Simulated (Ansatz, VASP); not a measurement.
Two plane-wave programs on Na2S

POSCAR

```
Na2S
1.0
   -0.0081385811      3.2554324508      3.2554324508
    3.2554324508     -0.0081385811      3.2554324508
    3.2472938697      3.2472938697      0.0000000000
S Na
1 2
Direct
    0.0000000000      0.0000000000      0.0000000000
    0.2503228338      0.2503228338      0.2496771662
    0.7496771662      0.7496771662      0.7503228338
```

INCAR.step1

```
  PREC = Accurate
  ENCUT = 550
  ISMEAR = 0
  SIGMA = 0.01
  LREAL = False
  LASPH = True
  NELM = 120
  NBANDS = 17
  GGA = PE
  ALGO = Normal
  EDIFF = 1E-5
  LWAVE = True
  LCHARG = False
  GGA_COMPAT = False
```

The input INCAR.step2:

```
  PREC = Accurate
  ENCUT = 550
  EDIFF = 1E-6
  ISMEAR = 0
  SIGMA = 0.01
  LREAL = False
  LASPH = True
  NELM = 120
  ALGO = Normal
  ISIF = 2
  LWAVE = False
  LCHARG = False
  METAGGA = R2SCAN
  LMIXTAU = True
  NBANDS = 17
  ISTART = 1
  GGA_COMPAT = False
```

KPOINTS

```
regular mesh
0
Gamma
  8 8 8
```

Input for Ansatz:

```yaml
crystal:
  lattice:
    - [-0.0081385811, 3.2554324508, 3.2554324508]
    - [3.2554324508, -0.0081385811, 3.2554324508]
    - [3.2472938697, 3.2472938697, 0.0]
  atoms:
    - { symbol: S, position: [0.0, 0.0, 0.0] }
    - { symbol: Na, position: [0.2503228338, 0.2503228338, 0.2496771662] }
    - { symbol: Na, position: [0.7496771662, 0.7496771662, 0.7503228338] }
kpoints:
  mp_grid: { grid: [8, 8, 8] }
  band_path:
    path:
      - [0.0, 0.0, 0.0]
      - [0.5, 0.0, 0.5]
      - [0.625, 0.25, 0.625]
      - [0.375, 0.375, 0.75]
      - [0.5, 0.5, 0.5]
      - [0.5, 0.25, 0.75]
    npoints: 1
hamiltonian:
  xc: r2scan
scf:
  occupations: { method: fixed }
  n_extra_bands: 4
output:
  forces: true
  stress: true
  eigenvalues: true
  write_density: true
  write_potential: true
  elf: true
  volumetric_format: npy
```

Change from the starting cell: shear_xy strain -0.5%.

Alike in both runs: task single point; functional r2SCAN; k mesh 8 × 8 × 8; no spin polarisation.

|  | VASP | Ansatz |
| --- | --- | --- |
| version | VASP 6.6.1 | Ansatz 0.2.0 |
| potentials or method | VASP PAW PBE potentials, release 64 (S, Na_pv) | plane waves, PAW |
| plane-wave cutoff (eV) | 550 | 500 |
| occupations | gaussian, width 0.01 eV | fixed |
| valence electrons in the cell | 20 | 24 |

|  | VASP | Ansatz | Ansatz less VASP |
| --- | --- | --- | --- |
| gap on the k mesh at the Fermi level (eV) | 3.11 | 3.08 | -0.025 |
| pressure (GPa) | -0.1 | 0.0 | +0.08 |
| traceless stress, the component that is largest in VASP (GPa) | 0.10 | 0.10 | +0.001 |

VASP's potentials were made for PBE, not for r2SCAN. VASP's potentials hold 20 valence electrons a cell and Ansatz's 24, so a difference there can come from the potentials and not from the codes.
